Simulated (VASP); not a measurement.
# Rh (I4/mmm) in VASP: notebook

Runs on Rh. Level: PBE. Tasks: single point.

Everything below comes from runs of VASP 6.6.1. Logs are shortened: lines on timing, memory, paths and dates and some standing lists are left out, and cuts for length are marked.

### 1 The cell of the first run

The structure is tetragonal, space group I4/mmm (No. 139). Conventional cell: a = 2.600 Å, b = 2.600 Å, c = 3.830 Å, α = 90.00°, β = 90.00°, γ = 90.00°. Rh (site symmetry 4/mmm) has 12 Rh at 2.60 to 2.65 Å within 3.4 Å.

### 2 Single point, PBE

INCAR reads:

```
  PREC = Accurate
  ENCUT = 520
  EDIFF = 1E-6
  ISMEAR = 0
  SIGMA = 0.15
  LREAL = F
  LASPH = T
  NELM = 80
  ALGO = Fast
  ISIF = 2
  LWAVE = F
  LCHARG = F
  GGA = PE
  NBANDS = 14
```

KPOINTS reads:

```
regular mesh
0
Gamma
  20 20 20
```

POSCAR reads:

```
Rh
1.0
    0.0000000000      1.8384503252      1.9150524221
    1.8384503252      0.0000000000      1.9150524221
    1.8384503252      1.8384503252      0.0000000000
Rh
1
Direct
    0.0000000000      0.0000000000      0.0000000000
```

Potentials or basis: VASP PAW PBE potentials, release 64 (Rh_pv).

The run is started by

```bash
$ cat potpaw_PBE.64/Rh_pv/POTCAR > POTCAR
$ mpirun -np 1 vasp_std > vasp.out
```

OUTCAR:

```text
PREC = Accurate
   ENCUT = 520
   EDIFF = 1E-6
   ISMEAR = 0
   LREAL = F
   LASPH = T
   NELM = 80
   ISIF = 2
   GGA = PE

 ion  position               nearest neighbor table
   1  0.000  0.000  0.000-

  LATTYP: Found a body centered tetragonal cell.
 ALAT       =     2.5999613836
 C/A-ratio  =     1.4731391275

  Lattice vectors:

 A1 = (  -1.8384503252,   0.0000000000,   1.9150524221)
 A2 = (   1.8384503252,   0.0000000000,   1.9150524221)
 A3 = (   0.0000000000,   1.8384503252,  -1.9150524221)

Analysis of symmetry for initial positions (statically):
=====================================================================
 Subroutine PRICEL returns:
 Original cell was already a primitive cell.

 Routine SETGRP: Setting up the symmetry group for a
 body centered tetragonal supercell.

 Subroutine GETGRP returns: Found 16 space group operations
 (whereof 16 operations were pure point group operations)
 out of a pool of 16 trial point group operations.

The static configuration has the point symmetry D_4h.

Analysis of symmetry for dynamics (positions and initial velocities):
=====================================================================
 Subroutine PRICEL returns:
 Original cell was already a primitive cell.

 Routine SETGRP: Setting up the symmetry group for a
 body centered tetragonal supercell.

 Subroutine GETGRP returns: Found 16 space group operations
 (whereof 16 operations were pure point group operations)
 out of a pool of 16 trial point group operations.

The dynamic configuration has the point symmetry D_4h.

 Subroutine INISYM returns: Found 16 space group operations
 (whereof 16 operations are pure point group operations),
 and found     1 'primitive' translations

----------------------------------------------------------------------------------------

                                     Primitive cell

  volume of cell :      12.9454

  direct lattice vectors                    reciprocal lattice vectors
     0.000000000  1.838450325  1.915052422    -0.271968186  0.271968186  0.261089459
     1.838450325  0.000000000  1.915052422     0.271968186 -0.271968186  0.261089459
     1.838450325  1.838450325  0.000000000     0.271968186  0.271968186 -0.261089459

  length of vectors
     2.654679901  2.654679901  2.599961384     0.464866748  0.464866748  0.464866748

  position of ions in fractional coordinates (direct lattice)
     0.000000000  0.000000000  0.000000000

  ion indices of the primitive-cell ions
   primitive index   ion index
                 1           1

----------------------------------------------------------------------------------------

 KPOINTS: regular mesh

Automatic generation of k-mesh.
 Grid dimensions read from file:
 generate k-points for:   20   20   20

 Generating k-lattice:

  Cartesian coordinates                     Fractional coordinates (reciprocal lattice)
    -0.013598409  0.013598409  0.013054473     0.050000000  0.000000000  0.000000000
     0.013598409 -0.013598409  0.013054473     0.000000000  0.050000000  0.000000000
     0.013598409  0.013598409 -0.013054473     0.000000000  0.000000000  0.050000000

  Length of vectors
     0.023243337  0.023243337  0.023243337

  Shift w.r.t. Gamma in fractional coordinates (k-lattice)
     0.000000000  0.000000000  0.000000000

 Subroutine IBZKPT returns following result:
 ===========================================

 Found    641 irreducible k-points:

 Following reciprocal coordinates:
            Coordinates               Weight
  0.000000  0.000000  0.000000      1.000000
  0.050000  0.000000  0.000000      8.000000
  0.100000  0.000000  0.000000      8.000000
  0.150000  0.000000  0.000000      8.000000
  0.200000  0.000000  0.000000      8.000000
  0.250000  0.000000  0.000000      8.000000
[... 16 lines left out ...]
 -0.400000  0.050000  0.000000      8.000000
 -0.350000  0.050000  0.000000      8.000000
 [... further k-points ...]
   k-points           NKPTS =    641   k-points in BZ     NKDIM =    641   number of bands    NBANDS=     14
   number of dos      NEDOS =    301   number of ions     NIONS =      1
   total plane-waves  NPLWV =   8000
   dimension x,y,z NGX =    20 NGY =   20 NGZ =   20
   dimension x,y,z NGXF=    40 NGYF=   40 NGZF=   40
   ions per type =               1
   NGX,Y,Z   is equivalent  to a cutoff of  12.52, 12.52, 12.79 a.u.
   NGXF,Y,Z  is equivalent  to a cutoff of  25.05, 25.05, 25.58 a.u.
 SYSTEM =  unknown system
   PREC   = accura    normal or accurate (medium, high low for compatibility)
   ISTART =      0    job   : 0-new  1-cont  2-samecut
   ICHARG =      2    charge: 1-file 2-atom 10-const
   ISPIN  =      1    spin polarized calculation?
   LNONCOLLINEAR =      F non collinear calculations
   LSORBIT =      F    spin-orbit coupling
   LASPH  =      T    aspherical Exc in radial PAW
   ENCUT  =  520.0 eV  38.22 Ry    6.18 a.u.   4.94  4.94  4.83*2*pi/ulx,y,z
   NELM   =     80;   NELMIN=  2; NELMDL= -5     # of ELM steps
   EDIFF  = 0.1E-05   stopping-criterion for ELM
   LREAL  =      F    real-space projection
   EDIFFG = 0.1E-04   stopping-criterion for IOM
   NSW    =      0    number of steps for IOM
   IBRION =     -1    ionic relax: 0-MD 1-quasi-New 2-CG
   NFREE  =      0    steps in history (QN), initial steepest desc. (CG)
   ISIF   =      2    stress and relaxation
   ISYM   =      2    0-nonsym 1-usesym 2-fastsym
   POTIM  = 0.5000    time-step for ionic-motion
   TEBEG  =    0.0;   TEEND  =   0.0 temperature during run
   PSTRESS=    0.0 pullay stress
   NELECT =      15.0000    total number of electrons
   NUPDOWN=      -1.0000    fix difference up-down
   EMIN   =  10.00;   EMAX   =-10.00  energy-range for DOS
   EFERMI =   0.00;   METHOD = LEGACY
   ISMEAR =     0;   SIGMA  =   0.15  broadening in eV -4-tet -1-fermi 0-gaus
   EFERMI_NEDOS =   21; number of points for ismear=-14 and -15
   IALGO  =     68    algorithm
   IMIX   =      4    mixing-type and parameters
     AMIX     =   0.40;   BMIX     =  1.00
     AMIX_MAG =   1.60;   BMIX_MAG =  1.00
  volume/ion in A,a.u.               =      12.95        87.36
  Fermi-wavevector in a.u.,A,eV,Ry     =   1.719493  3.249371 40.227753  2.956656
  Thomas-Fermi vector in A             =   2.796109
   LORBIT       =      0    0 simple, 1 ext, 2 COOP (PROOUT), +10 PAW based schemes
   GGA     = PE    functional components
   LHFCALC =     F    Hartree Fock is set to
   AEXX    =    0.0000 exact exchange contribution
   IVDW    =     0    specifies the selected vdW correction
   LEPSILON=     F    determine dielectric tensor
   LRPA    =     F    only Hartree local field effects (RPA)
 non-spin polarized calculation
 RMM-DIIS sequential band-by-band and
 Gauss-broadening in eV      SIGMA  =   0.15
  energy-cutoff  :      520.00
  volume of cell :       12.95
 maximum number of plane-waves:       363
   NGX =  9   NGY =  9   NGZ =  9

 number of electron      14.9999999 magnetization

 Free energy of the ion-electron system (eV)
  ---------------------------------------------------
  ext. energy  EPLUGINS =         0.00000000
  ---------------------------------------------------
  free energy    TOTEN  =        -7.16980509 eV

  energy without entropy =       -7.15736793  energy(sigma->0) =       -7.16358651

 E-fermi :  13.0436     XC(G=0): -14.4230

 val. band max:       13.0410315013   @ k =  -0.4500   0.4000   0.0000
 cond. band min:      13.0445261437   @ k =   0.3500   0.0000   0.1000
 fundamental gap:      0.0034946424
 Fermi energy:        13.0435543457

 k-point     1 :       0.0000    0.0000    0.0000
  band No.  band energies     occupation
      1     -33.4540      2.00000
      2     -33.4248      2.00000
      3     -33.4248      2.00000
      4       4.6372      2.00000
      5       9.3520      2.00000
      6       9.8410      2.00000
      7       9.8410      2.00000
      8      11.6510      2.00000
      9      12.2536      2.00000
     10      29.0085      0.00000
     11      33.4106      0.00000
     12      33.9006      0.00000
     13      35.2530      0.00000
     14      35.2530      0.00000

 k-point     2 :       0.0500    0.0000    0.0000
  band No.  band energies     occupation
      1     -33.4663      2.00000
      2     -33.4391      2.00000
      3     -33.4272      2.00000
      4       4.7447      2.00000
      5       9.3677      2.00000
      6       9.8176      2.00000
      7       9.8842      2.00000
      8      11.6322      2.00000
      9      12.2215      2.00000
     10      29.1734      0.00000
     11      33.4094      0.00000
     12      33.7770      0.00000
     13      34.9378      0.00000
     14      35.4186      0.00000

 k-point     3 :       0.1000    0.0000    0.0000
  band No.  band energies     occupation
      1     -33.5254      2.00000
      2     -33.4573      2.00000
      3     -33.4341      2.00000
      4       5.0550      2.00000
      5       9.3680      2.00000
      6       9.7989      2.00000
      7      10.0025      2.00000
      8      11.5955      2.00000
      9      12.1405      2.00000
     10      29.6293      0.00000
     11      32.8528      0.00000
     12      33.4127      0.00000
     13      35.0434      0.00000
     14      35.9027      0.00000
[... 324 lines left out ...]
 k-point    23 :      -0.4000    0.0500    0.0000
  band No.  band energies     occupation
      1     -34.2771      2.00000
      2     -33.6037      2.00000
      3     -33.5126      2.00000
      4       6.5605      2.00000
      5       9.3810      2.00000
      6       9.9510      2.00000
      7      12.1637      2.00000
      8      13.1833      0.18779
      9      14.3246      0.00000
     10      23.5246      0.00000
     11      28.9358      0.00000
     12      33.4113      0.00000
     13      34.6005      0.00000
     14      36.2026      0.00000

 k-point    24 :      -0.3500    0.0500    0.0000
  band No.  band energies     occupation
      1     -34.1950      2.00000
      2     -33.5915      2.00000
      3     -33.5001      2.00000
      4       6.6557      2.00000
      5       9.5051      2.00000
      6      10.0590      2.00000
      7      11.3081      2.00000
      8      12.8010      1.97777
      9      13.7409      0.00000
     10      24.9774      0.00000
     11      29.4658      0.00000
     12      33.4115      0.00000
     13      35.3431      0.00000
     14      37.3701      0.00000

 [... further k-points ...]
[... 5 lines left out ...]
  --------------------------------------------------------------------------------------
  -------------------------------------------------------------------------------------
  Total        2.4520560      2.4520560      1.4492024      0.0000000     -0.0000000      0.0000000
  in kB      303.4775059    303.4775059    179.3598218      0.0000000     -0.0000000      0.0000000
  external PRESSURE =     262.1049446 kB  Pullay stress =       0.0000000 kB

 VOLUME and BASIS-vectors are now :
 -----------------------------------------------------------------------------
  energy-cutoff  :      520.00
  volume of cell :       12.95
      direct lattice vectors                 reciprocal lattice vectors
     0.000000000  1.838450325  1.915052422    -0.271968186  0.271968186  0.261089459
     1.838450325  0.000000000  1.915052422     0.271968186 -0.271968186  0.261089459
     1.838450325  1.838450325  0.000000000     0.271968186  0.271968186 -0.261089459

 POSITION                                       TOTAL-FORCE (eV/Angst)
 -----------------------------------------------------------------------------------
      0.00000      0.00000      0.00000         0.000000      0.000000      0.000000
 -----------------------------------------------------------------------------------
    total drift:                               -0.000000     -0.000000     -0.000000

  FREE ENERGIE OF THE ION-ELECTRON SYSTEM (eV)
  ---------------------------------------------------
  free  energy   TOTEN  =        -7.1698050853 eV

  energy  without entropy=       -7.1573679279  energy(sigma->0) =       -7.16358651
```

It took 52 s on 1 thread of AMD EPYC 9R45 (Zen 5), shared host; peak memory 0.18 GiB.

What came out:

- Free energy: -7.1698 eV
- Pressure: 26.2 GPa

### 3 Single point, PBE

This run uses another cell than the first one, of 13.31 Å³/atom, 1.028 times its volume.

INCAR reads:

```
SYSTEM = Rh
ALGO     = Normal         ! electronic algorithm
EDIFF    = 1E-7           ! SCF threshold, eV
ENCUT    = 520            ! plane-wave cutoff, eV
GGA      = PE             ! functional
ISIF     = 2              ! what is computed and relaxed
ISMEAR   = 0              ! smearing method
LASPH    = .True.         ! aspherical terms in the spheres
LCHARG   = .True.         ! write CHGCAR
LELF     = .True.         ! ELF
LREAL    = .False.        ! projectors in reciprocal space
LVHAR    = .True.       
LWAVE    = .False.        ! write WAVECAR
NBANDS   = 14             ! bands
NELM     = 60             ! most SCF steps
PREC     = Accurate       ! precision mode
SIGMA    = 0.15           ! smearing width, eV
```

KPOINTS reads:

```
k-points
0
Gamma
  20 20 20
  0 0 0
```

POSCAR reads:

```
Rh
1.0
    0.0000000000      1.8639205224      1.9150524221
    1.8639205224      0.0000000000      1.9150524221
    1.8639205224      1.8639205224      0.0000000000
Rh
1
Direct
    0.0000000000      0.0000000000      0.0000000000
```

Potentials or basis: VASP PAW PBE potentials, release 64 (Rh_pv).

The run is started by

```bash
$ cat potpaw_PBE.64/Rh_pv/POTCAR > POTCAR
$ mpirun -np 1 vasp_std > vasp.out
```

It took 53 s on 1 thread of AMD EPYC 9R45 (Zen 5), shared host; peak memory 0.18 GiB.

It converged, with:

```yaml
Free_energy: -7.2251 eV
Pressure: 16.2 GPa
```

Stress tensor (GPa, compression positive):
```
18.72  0.00  0.00
 0.00 18.72  0.00
 0.00  0.00 11.23
```

Levels at points of the mesh, in eV from the Fermi level:
| k point | band 4 | band 5 | band 6 | band 7 | band 8 | band 9 | band 10 | band 11 |
| --- | --- | --- | --- | --- | --- | --- | --- | --- |
| (0.00, 0.00, 0.00) | -8.20 | -3.44 | -3.13 | -3.13 | -1.23 | -0.85 | 15.98 | 20.44 |
| (0.50, 0.00, 0.00) | -6.39 | -3.48 | -3.16 | 0.53 | 0.68 | 0.70 | 9.00 | 15.47 |
| (0.50, 0.50, 0.00) | -6.62 | -6.23 | 0.60 | 1.03 | 1.03 | 2.92 | 12.19 | 13.86 |
| (0.50, 0.00, 0.50) | -6.63 | -6.25 | 0.56 | 0.92 | 1.20 | 3.51 | 12.96 | 13.20 |

### 4 Single point, PBE

This run uses another cell than the first one, of 13.68 Å³/atom, 1.056 times its volume.

INCAR reads:

```
SYSTEM = Rh
PREC = Accurate
ENCUT = 520
EDIFF = 1E-6
ISMEAR = 0
SIGMA = 0.15
LREAL = .False.
LASPH = .True.
NELM = 80
ALGO = Normal
ISIF = 2
LWAVE = .False.
LCHARG = .False.
GGA = PE
NBANDS = 14
```

KPOINTS reads:

```
regular mesh
0
Gamma
  20 20 20
  0 0 0
```

POSCAR reads:

```
Rh
1.0
    0.0000000000      1.8895822249      1.9150524221
    1.8895822249      0.0000000000      1.9150524221
    1.8895822249      1.8895822249      0.0000000000
Rh
1
Direct
    0.0000000000      0.0000000000      0.0000000000
```

The run is started by

```bash
$ cat potpaw_PBE.64/Rh_pv/POTCAR > POTCAR
$ mpirun -np 1 vasp_std > vasp.out
```

It took 44 s on 1 thread of AMD EPYC 9R45 (Zen 5), shared host; peak memory 0.19 GiB.

It converged, with:

- Free energy: -7.2564 eV
- Pressure: 7.6 GPa

Stress tensor (GPa, compression positive):
```
8.74 0.00 0.00
0.00 8.74 0.00
0.00 0.00 5.39
```

Levels at points of the mesh, in eV from the Fermi level:
```
           k point  band 5  band 6  band 7  band 8  band 9  band 10
(0.00, 0.00, 0.00)   -3.20   -3.05   -3.05   -1.09   -0.91    16.00
(0.50, 0.00, 0.00)   -3.25   -3.10    0.54    0.61    0.73     8.70
(0.50, 0.50, 0.00)   -5.98    0.56    0.99    0.99    3.08    12.10
(0.50, 0.00, 0.50)   -5.99    0.54    0.94    1.07    3.37    12.47
```

### 5 Summary

| cell | gap on the mesh (eV) | pressure (GPa) |
| --- | --- | --- |
| a = 2.655, b = 2.655, c = 2.600 Å, angles 60.7, 60.7, 58.6°, 1 atom | none | 26.2 |
| a = 2.672, b = 2.672, c = 2.636 Å, angles 60.4, 60.4, 59.1°, 1 atom | none | 16.2 |
| a = 2.690, b = 2.690, c = 2.672 Å, angles 60.2, 60.2, 59.6°, 1 atom | none | 7.6 |

Alike in all rows: task single point; level PBE; potentials or basis VASP PAW PBE potentials, release 64 (Rh_pv); no spin polarisation; k mesh 20 × 20 × 20; cutoff (eV) 520; smearing gaussian 0.15 eV.

Absolute energies hang on the potentials; compare differences alone.
